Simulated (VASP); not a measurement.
Wanted: the native input for a VASP 6.6.1 run.

```yaml
Task: electric field gradients
Functional: PBE
Potentials_or_basis: VASP PAW PBE potentials, release 64 (Pt, Se)
Cutoff: 520 eV
k_mesh: 10 × 10 × 6
Occupations: fermi-dirac, width 0.03 eV
Spin: no spin polarisation
Dipole_correction: no
Further_INCAR_settings: ALGO = Normal; EDIFF = 1e-08; NBANDS = 24
```

The structure of PtSe (wurtzite type) lies in POSCAR:

```
PtSe
1.0
    3.8499446572      0.0000000000      0.0000000000
   -1.9249723286      3.3341498763      0.0000000000
    0.0000000000      0.0000000000      7.0964647173
Pt Se
2 2
Direct
    0.3333333333      0.6666666667      0.0126290861
    0.6666666667      0.3333333333      0.5126290861
    0.3333333333      0.6666666667      0.3633709139
    0.6666666667      0.3333333333      0.8633709139
```

The input as run:

INCAR

```
  ALGO = Normal
  EDIFF = 1E-8
  ENCUT = 520
  GGA = PE
  ISIF = 2
  ISMEAR = -1
  LASPH = T
  LCHARG = F
  LEFG = T
  LREAL = F
  LWAVE = F
  NBANDS = 24
  NELM = 100
  PREC = Accurate
  SIGMA = 0.03
```

KPOINTS

```
k-points
0
Gamma
  10 10 6
```

Potentials or basis: VASP PAW PBE potentials, release 64 (Pt, Se).

Launch:

```bash
$ cat potpaw_PBE.64/Pt/POTCAR potpaw_PBE.64/Se/POTCAR > POTCAR
$ mpirun -np 1 vasp_std > vasp.out
```

It gave:

| Property | Result |
| --- | --- |
| Pressure | 0.0 GPa |
| Largest force | 0.005 eV/Å |
| Band gap on the k mesh | zero (bands 16 and 17 overlap by 1.97 eV) |
| Largest electric field gradient by atom | Pt -135.3; Se -41.1 V/Å² |

Caveat: without QUAD_EFG the Cq values of the log hold for a quadrupole moment of 1 mb, not for the nuclei; spin-orbit coupling is left out, which moves the levels of the heavy elements.

Run time: 3.2 min on 1 thread of AMD EPYC 7R13, with other jobs on the host, peak memory 0.25 GiB.
